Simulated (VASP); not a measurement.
# SiO2 (I-42d) in VASP: a series of runs, part 2 of 2

VASP 6.6.1. The steps go on from the part before.

### Step 4. Single point, r2SCAN (biaxial strain in the a-b plane: -3.0 %)

POSCAR reads:

```
SiO2
1.0
    4.8003187254      0.0000000000      0.0000000000
    0.0000000000      4.8003187254      0.0000000000
    0.0000000000      0.0000000000      7.4495743588
Si O
4 8
Direct
    0.0000000000      0.0000000000      0.0000000000
    0.0000000000      0.5000000000      0.2500000000
    0.5000000000      0.5000000000      0.5000000000
    0.5000000000      0.0000000000      0.7500000000
    0.1068348430      0.2500000000      0.1250000000
    0.2500000000      0.6068348430      0.3750000000
    0.7500000000      0.3931651570      0.3750000000
    0.8931651570      0.7500000000      0.1250000000
    0.6068348430      0.7500000000      0.6250000000
    0.7500000000      0.1068348430      0.8750000000
    0.2500000000      0.8931651570      0.8750000000
    0.3931651570      0.2500000000      0.6250000000
```

INCAR.step1 reads:

```
PREC     = Accurate       # precision mode
ENCUT    = 520            # plane-wave cutoff, eV
ISMEAR   = 0              # smearing method
SIGMA    = 0.02           # smearing width, eV
LREAL    = F              # projectors in reciprocal space
LASPH    = T              # aspherical terms in the spheres
NELM     = 100            # most SCF steps
NBANDS   = 44             # bands
GGA      = PE             # functional
ALGO     = Normal         # electronic algorithm
EDIFF    = 1E-4           # SCF threshold, eV
LWAVE    = T              # write WAVECAR
LCHARG   = F              # write CHGCAR
```

INCAR.step2 reads:

```
PREC     = Accurate       # precision mode
ENCUT    = 520            # plane-wave cutoff, eV
EDIFF    = 1E-6           # SCF threshold, eV
ISMEAR   = 0              # smearing method
SIGMA    = 0.02           # smearing width, eV
LREAL    = F              # projectors in reciprocal space
LASPH    = T              # aspherical terms in the spheres
NELM     = 100            # most SCF steps
ALGO     = Normal         # electronic algorithm
ISIF     = 2              # what is computed and relaxed
LWAVE    = F              # write WAVECAR
LCHARG   = F              # write CHGCAR
METAGGA  = R2SCAN         # meta-GGA
LMIXTAU  = T            
NBANDS   = 44             # bands
ISTART   = 1
```

KPOINTS reads:

```
Automatic mesh
0
Gamma
  6 6 4
```

Potentials or basis: VASP PAW PBE potentials, release 64 (Si, O).

Started as:

```console
$ cat potpaw_PBE.64/Si/POTCAR potpaw_PBE.64/O/POTCAR > POTCAR
$ cp INCAR.step1 INCAR
$ mpirun -np 1 vasp_std > vasp.out
$ cp INCAR.step2 INCAR
$ mpirun -np 1 vasp_std > vasp.out
```

OUTCAR:

```text
PREC = Accurate
   ENCUT = 520
   EDIFF = 1E-6
   ISMEAR = 0
   LREAL = F
   LASPH = T
   NELM = 100
   ISIF = 2
   METAGGA = R2SCAN
   ISTART = 1

 ion  position               nearest neighbor table
   1  0.000  0.000  0.000-   5 1.60   8 1.60  10 1.60  11 1.60   2 3.04   4 3.04   2 3.04   4 3.04

   2  0.000  0.500  0.250-   5 1.60   6 1.60   7 1.60   8 1.60   1 3.04   3 3.04   1 3.04   3 3.04

   3  0.500  0.500  0.500-   6 1.60   7 1.60   9 1.60  12 1.60   2 3.04   4 3.04   4 3.04   2 3.04

   4  0.500  0.000  0.750-   9 1.60  10 1.60  11 1.60  12 1.60   1 3.04   3 3.04   3 3.04   1 3.04

   5  0.107  0.250  0.125-   1 1.60   2 1.60
   6  0.250  0.607  0.375-   2 1.60   3 1.60
   7  0.750  0.393  0.375-   2 1.60   3 1.60
   8  0.893  0.750  0.125-   1 1.60   2 1.60
   9  0.607  0.750  0.625-   3 1.60   4 1.60
  10  0.750  0.107  0.875-   1 1.60   4 1.60
  11  0.250  0.893  0.875-   1 1.60   4 1.60
  12  0.393  0.250  0.625-   3 1.60   4 1.60

  LATTYP: Found a simple tetragonal cell.
 ALAT       =     4.8003187254
 C/A-ratio  =     1.5518916107

  Lattice vectors:

 A1 = (   4.8003187254,   0.0000000000,   0.0000000000)
 A2 = (   0.0000000000,   4.8003187254,   0.0000000000)
 A3 = (   0.0000000000,   0.0000000000,   7.4495743588)

Analysis of symmetry for initial positions (statically):
=====================================================================
 Subroutine PRICEL returns following result:

  LATTYP: Found a body centered tetragonal cell.
 ALAT       =     4.8003187254
 C/A-ratio  =     1.5518916107

  Lattice vectors:

 A1 = (   2.4001593627,  -2.4001593627,  -3.7247871794)
 A2 = (  -2.4001593627,   2.4001593627,  -3.7247871794)
 A3 = (   2.4001593627,   2.4001593627,   3.7247871794)

   2 primitive cells build up your supercell.

 Routine SETGRP: Setting up the symmetry group for a
 simple tetragonal supercell.

 Subroutine GETGRP returns: Found  8 space group operations
 (whereof  4 operations were pure point group operations)
 out of a pool of 16 trial point group operations.

The static configuration has the point symmetry S_4 .
 The point group associated with its full space group is D_2d.

Analysis of symmetry for dynamics (positions and initial velocities):
=====================================================================
 Subroutine PRICEL returns following result:

  LATTYP: Found a body centered tetragonal cell.
 ALAT       =     4.8003187254
 C/A-ratio  =     1.5518916107

  Lattice vectors:

 A1 = (   2.4001593627,  -2.4001593627,  -3.7247871794)
 A2 = (  -2.4001593627,   2.4001593627,  -3.7247871794)
 A3 = (   2.4001593627,   2.4001593627,   3.7247871794)

   2 primitive cells build up your supercell.

 Routine SETGRP: Setting up the symmetry group for a
 simple tetragonal supercell.

 Subroutine GETGRP returns: Found  8 space group operations
 (whereof  4 operations were pure point group operations)
 out of a pool of 16 trial point group operations.

The dynamic configuration has the point symmetry S_4 .
[... 70 lines left out ...]
  0.333333  0.166667  0.000000      8.000000
[... 16 lines left out ...]
  0.333333  0.000000  0.500000      4.000000
  0.500000  0.000000  0.500000      2.000000
 [... further k-points ...]
   k-points           NKPTS =     30   k-points in BZ     NKDIM =     30   number of bands    NBANDS=     44
   number of dos      NEDOS =    301   number of ions     NIONS =     12
   total plane-waves  NPLWV =  72576
   dimension x,y,z NGX =    36 NGY =   36 NGZ =   56
   dimension x,y,z NGXF=    72 NGYF=   72 NGZF=  112
   ions per type =               4   8
   NGX,Y,Z   is equivalent  to a cutoff of  12.47, 12.47, 12.50 a.u.
   NGXF,Y,Z  is equivalent  to a cutoff of  24.94, 24.94, 24.99 a.u.
 SYSTEM =  unknown system
   PREC   = accura    normal or accurate (medium, high low for compatibility)
   ISTART =      1    job   : 0-new  1-cont  2-samecut
   ICHARG =      0    charge: 1-file 2-atom 10-const
   ISPIN  =      1    spin polarized calculation?
   LNONCOLLINEAR =      F non collinear calculations
   LSORBIT =      F    spin-orbit coupling
   LASPH  =      T    aspherical Exc in radial PAW
   ENCUT  =  520.0 eV  38.22 Ry    6.18 a.u.   8.93  8.93 13.85*2*pi/ulx,y,z
   NELM   =    100;   NELMIN=  2; NELMDL=  0     # of ELM steps
   EDIFF  = 0.1E-05   stopping-criterion for ELM
   LREAL  =      F    real-space projection
   EDIFFG = 0.1E-04   stopping-criterion for IOM
   NSW    =      0    number of steps for IOM
   IBRION =     -1    ionic relax: 0-MD 1-quasi-New 2-CG
   NFREE  =      0    steps in history (QN), initial steepest desc. (CG)
   ISIF   =      2    stress and relaxation
   ISYM   =      2    0-nonsym 1-usesym 2-fastsym
   POTIM  = 0.5000    time-step for ionic-motion
   TEBEG  =    0.0;   TEEND  =   0.0 temperature during run
   PSTRESS=    0.0 pullay stress
   NELECT =      64.0000    total number of electrons
   NUPDOWN=      -1.0000    fix difference up-down
   EMIN   =  10.00;   EMAX   =-10.00  energy-range for DOS
   EFERMI =   0.00;   METHOD = LEGACY
   ISMEAR =     0;   SIGMA  =   0.02  broadening in eV -4-tet -1-fermi 0-gaus
   EFERMI_NEDOS =   21; number of points for ismear=-14 and -15
   IALGO  =     38    algorithm
   IMIX   =      4    mixing-type and parameters
     AMIX     =   0.40;   BMIX     =  1.00
     AMIX_MAG =   1.60;   BMIX_MAG =  1.00
  volume/ion in A,a.u.               =      14.31        96.54
  Fermi-wavevector in a.u.,A,eV,Ry     =   1.178269  2.226605 18.889197  1.388317
  Thomas-Fermi vector in A             =   2.314600
   LORBIT       =      0    0 simple, 1 ext, 2 COOP (PROOUT), +10 PAW based schemes
   METAGGA = R2SCAN    functional components
   LHFCALC =     F    Hartree Fock is set to
   AEXX    =    0.0000 exact exchange contribution
   IVDW    =     0    specifies the selected vdW correction
   LEPSILON=     F    determine dielectric tensor
   LRPA    =     F    only Hartree local field effects (RPA)
 non-spin polarized calculation
 Gauss-broadening in eV      SIGMA  =   0.02
  energy-cutoff  :      520.00
  volume of cell :      171.66
 maximum number of plane-waves:      4656
 NGX is ok and might be reduce to    36
   NGX = 17   NGY = 17   NGZ = 27

 number of electron      63.9999967 magnetization

 Free energy of the ion-electron system (eV)
  ---------------------------------------------------
  ext. energy  EPLUGINS =         0.00000000
  ---------------------------------------------------
  free energy    TOTEN  =      -119.08364753 eV

  energy without entropy =     -119.08364753  energy(sigma->0) =     -119.08364753

 E-fermi :  -0.5024     XC(G=0):  -8.8355

 val. band max:       -0.6088811152   @ k =   0.0000   0.0000   0.0000
 cond. band min:       6.0881755703   @ k =   0.0000   0.0000   0.0000
 fundamental gap:      6.6970566856
 Fermi energy:        -0.5023906871

 k-point     1 :       0.0000    0.0000    0.0000
  band No.  band energies     occupation
      1     -20.9061      2.00000
      2     -19.9863      2.00000
      3     -19.9863      2.00000
      4     -18.8001      2.00000
      5     -18.7850      2.00000
      6     -18.7850      2.00000
[... 1117 lines left out ...]
     43      12.1574      0.00000
     44      12.1576      0.00000

 [... further k-points ...]

------------------------ aborting loop because EDIFF is reached ----------------------------------------

  FORCE on cell =-STRESS in cart. coord.  units (eV):
  Direction    XX          YY          ZZ          XY          YZ          ZX
  --------------------------------------------------------------------------------------
  -------------------------------------------------------------------------------------
  Total        4.7738528      4.7738528      2.4312989      0.0000000     -0.0000000      0.0000000
  in kB       44.5561845     44.5561845     22.6922383      0.0000000     -0.0000000      0.0000000
  external PRESSURE =      37.2682024 kB  Pullay stress =       0.0000000 kB

 VOLUME and BASIS-vectors are now :
 -----------------------------------------------------------------------------
  energy-cutoff  :      520.00
  volume of cell :      171.66
      direct lattice vectors                 reciprocal lattice vectors
     4.800318725  0.000000000  0.000000000     0.208319501  0.000000000  0.000000000
     0.000000000  4.800318725  0.000000000     0.000000000  0.208319501  0.000000000
     0.000000000  0.000000000  7.449574359     0.000000000  0.000000000  0.134235857

 POSITION                                       TOTAL-FORCE (eV/Angst)
 -----------------------------------------------------------------------------------
      0.00000      0.00000      0.00000        -0.000000      0.000000     -0.000000
      0.00000      2.40016      1.86239        -0.000000      0.000000     -0.000000
      2.40016      2.40016      3.72479        -0.000000      0.000000     -0.000000
      2.40016      0.00000      5.58718        -0.000000      0.000000     -0.000000
      0.51284      1.20008      0.93120         0.260361      0.000000     -0.000000
      1.20008      2.91300      2.79359        -0.000000      0.260361      0.000000
      3.60024      1.88732      2.79359        -0.000000     -0.260361      0.000000
      4.28748      3.60024      0.93120        -0.260361      0.000000      0.000000
      2.91300      3.60024      4.65598         0.260361      0.000000     -0.000000
      3.60024      0.51284      6.51838        -0.000000      0.260361      0.000000
      1.20008      4.28748      6.51838        -0.000000     -0.260361      0.000000
      1.88732      1.20008      4.65598        -0.260361      0.000000      0.000000
 -----------------------------------------------------------------------------------
    total drift:                               -0.000000     -0.000000      0.000000

  FREE ENERGIE OF THE ION-ELECTRON SYSTEM (eV)
  ---------------------------------------------------
  free  energy   TOTEN  =      -119.0836475283 eV

  energy  without entropy=     -119.0836475283  energy(sigma->0) =     -119.08364753
```

Run time: 16 min. Hardware: 1 thread of Intel Xeon 8259CL, shared host; peak memory 0.37 GiB.

What came out:

| Property | Result |
| --- | --- |
| Free energy | -119.0836 eV |
| Pressure | 3.7 GPa |
| Largest force | 0.260 eV/Å |
| Band gap on the k mesh | 6.70 eV |

Forces on the atoms (eV/Å):
```
Si   0.000  0.000  0.000
Si   0.000  0.000  0.000
Si   0.000  0.000  0.000
Si   0.000  0.000  0.000
O    0.260  0.000  0.000
O    0.000  0.260  0.000
O    0.000 -0.260  0.000
O   -0.260  0.000  0.000
O    0.260  0.000  0.000
O    0.000  0.260  0.000
O    0.000 -0.260  0.000
O   -0.260  0.000  0.000
```

Stress tensor (GPa, compression positive):
```
4.46 0.00 0.00
0.00 4.46 0.00
0.00 0.00 2.27
```

Caveat: the cell differs from its parent crystal (biaxial strain in the a-b plane: -3.0 %); the cell stands under pressure; the PAW data sets were made with another functional, which shifts forces and pressure a little.

### Step 5. Single point, r2SCAN (biaxial strain in the a-b plane: -1.5 %, then relaxed in part)

Changes to POSCAR since step 4:

```diff
@@ -2,5 +2,5 @@
 1.0
-    4.8003187254      0.0000000000      0.0000000000
-    0.0000000000      4.8003187254      0.0000000000
-    0.0000000000      0.0000000000      7.4495743588
+    4.8745504583      0.0000000000      0.0000000000
+    0.0000000000      4.8745504583      0.0000000000
+    0.0000000000      0.0000000000      7.3537920777
 Si O
```

INCAR.step1 reads:

```
SYSTEM = SiO2
  PREC = Accurate
  ENCUT = 520
  ISMEAR = 0
  SIGMA = 0.02
  LREAL = .FALSE.
  LASPH = .TRUE.
  NELM = 100
  NBANDS = 44
  GGA = PE
  ALGO = Normal
  EDIFF = 1E-4
  LWAVE = .TRUE.
  LCHARG = .FALSE.
```

INCAR.step2 reads:

```
SYSTEM = SiO2
  PREC = Accurate
  ENCUT = 520
  EDIFF = 1E-6
  ISMEAR = 0
  SIGMA = 0.02
  LREAL = .FALSE.
  LASPH = .TRUE.
  NELM = 100
  ALGO = Normal
  ISIF = 2
  LWAVE = .FALSE.
  LCHARG = .TRUE.
  METAGGA = R2SCAN
  LMIXTAU = .TRUE.
  LELF = .TRUE.
  LVHAR = .TRUE.
  NBANDS = 44
  ISTART = 1
```

KPOINTS reads:

```
Automatic mesh
0
G
  6 6 4
  0 0 0
```

Started as:

```console
$ cat potpaw_PBE.64/Si/POTCAR potpaw_PBE.64/O/POTCAR > POTCAR
$ cp INCAR.step1 INCAR
$ mpirun -np 1 vasp_std > vasp.out
$ cp INCAR.step2 INCAR
$ mpirun -np 1 vasp_std > vasp.out
```

It took 15 min on 1 thread of Intel Xeon 8259CL, shared host; peak memory 0.38 GiB.

It converged, with:

```
Free energy            : -119.1576 eV
Pressure               : 0.6 GPa
Band gap on the k mesh : 6.64 eV
```

Forces in eV/Å, atoms in the order of the input:
```
Si   0.000  0.000  0.000
Si   0.000  0.000  0.000
Si   0.000  0.000  0.000
Si   0.000  0.000  0.000
O    0.003  0.000  0.000
O    0.000  0.003  0.000
O    0.000 -0.003  0.000
O   -0.003  0.000  0.000
O    0.003  0.000  0.000
O    0.000  0.003  0.000
O    0.000 -0.003  0.000
O   -0.003  0.000  0.000
```

Stress tensor (GPa, compression positive):
```
0.80 0.00 0.00
0.00 0.80 0.00
0.00 0.00 0.23
```

Levels at points of the mesh, in eV from the valence-band top:
| k point | band 29 | band 30 | band 31 | band 32 | band 33 | band 34 | band 35 | band 36 |
| --- | --- | --- | --- | --- | --- | --- | --- | --- |
| (0.00, 0.00, 0.00) | -0.25 | -0.25 | 0.00 | 0.00 | 6.64 | 9.67 | 9.71 | 9.71 |
| (0.50, 0.00, 0.00) | -0.60 | -0.60 | -0.16 | -0.16 | 8.77 | 8.77 | 10.41 | 10.41 |
| (0.50, 0.50, 0.00) | -0.31 | -0.31 | -0.31 | -0.31 | 10.04 | 10.04 | 10.04 | 10.04 |
| (0.00, 0.00, 0.50) | -0.15 | -0.15 | -0.15 | -0.15 | 7.77 | 7.77 | 9.98 | 9.98 |
| (0.50, 0.00, 0.50) | -0.43 | -0.43 | -0.16 | -0.16 | 9.17 | 9.17 | 9.74 | 9.74 |
| (0.50, 0.50, 0.50) | -0.40 | -0.40 | -0.40 | -0.40 | 10.41 | 10.41 | 10.41 | 10.41 |

Caveat: the cell differs from its parent crystal (biaxial strain in the a-b plane: -1.5 %, then relaxed in part); the PAW data sets were made with another functional, which shifts forces and pressure a little. A k mesh can miss the band edges.

### Step 6. Summary

| cell | gap on the mesh (eV) | pressure (GPa) | largest force (eV/Å) |
| --- | --- | --- | --- |
| a = 4.875, b = 4.875, c = 7.384 Å, 12 atoms, atomic positions A | 6.63 | 3.9 | 0.28 |
| a = 4.949, b = 4.949, c = 7.318 Å, 12 atoms, atomic positions A | 6.55 | 0.2 | 0.01 |
| a = 4.800, b = 4.800, c = 7.450 Å, 12 atoms, atomic positions B | 6.70 | 3.7 | 0.26 |
| a = 4.875, b = 4.875, c = 7.354 Å, 12 atoms, atomic positions B | 6.64 | 0.6 | - |

Alike in all rows: task single point; level r2SCAN; potentials or basis VASP PAW PBE potentials, release 64 (Si, O); no spin polarisation; k mesh 6 × 6 × 4; cutoff (eV) 520; smearing gaussian 0.02 eV.

Caveats: the PAW data sets were made with another functional, which shifts forces and pressure a little; the cell stands under pressure (at least some runs).

Total energies depend on the potentials used, so only differences within one code and one set of settings carry meaning.
